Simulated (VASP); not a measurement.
Wanted: the native input for a VASP 6.6.1 run.

| Property | Result |
| --- | --- |
| Task | single point |
| Functional | PBE |
| Potentials or basis | VASP PAW PBE potentials, release 64 (Mg, O) |
| Cutoff | 600 eV |
| k mesh | 10 × 10 × 10 |
| Occupations | gaussian, width 0.05 eV |
| Spin | no spin polarisation |
| Dipole correction | no |
| Further INCAR settings | ALGO = Normal; EDIFF = 1e-06; NBANDS = 11 |

The structure of MgO lies in POSCAR:

```
MgO
1.0
    1.1297797854      2.8244494634      2.8244494634
    2.8244494634      1.1297797854      2.8244494634
    2.8244494634      2.8244494634      1.1297797854
Mg O
1 1
Direct
    0.0000000000      0.0000000000      0.0000000000
    0.5000000000      0.5000000000      0.5000000000
```

This cell differs from its parent crystal: ratio of the length along [111] to the lengths across it x 2.0, volume and fractional coordinates fixed.

These files were run (other wordings do the same):

INCAR

```
SYSTEM = MgO
PREC = Accurate
ENCUT = 600
EDIFF = 1E-6
ISMEAR = 0
SIGMA = 0.05
LREAL = .FALSE.
LASPH = .TRUE.
NELM = 120
ALGO = Normal
ISIF = 2
LWAVE = .FALSE.
LCHARG = .TRUE.
GGA = PE
LELF = .TRUE.
LVHAR = .TRUE.
NBANDS = 11
GGA_COMPAT = .FALSE.
```

KPOINTS

```
regular mesh
0
G
  10 10 10
  0 0 0
```

Potentials or basis: VASP PAW PBE potentials, release 64 (Mg, O).

Run with:

```bash
$ cat potpaw_PBE.64/Mg/POTCAR potpaw_PBE.64/O/POTCAR > POTCAR
$ mpirun -np 1 vasp_std > vasp.out
```

Results of the run:

```json
{
 "Pressure": "33.4 GPa",
 "Band gap on the k mesh": "zero (band 4 reaches 6.36 eV, above the bottom of band 5 at 4.87 eV)"
}
```

Run time: 82 s on 1 thread of Intel Xeon 8259CL, on a shared host, peak memory 0.22 GiB.
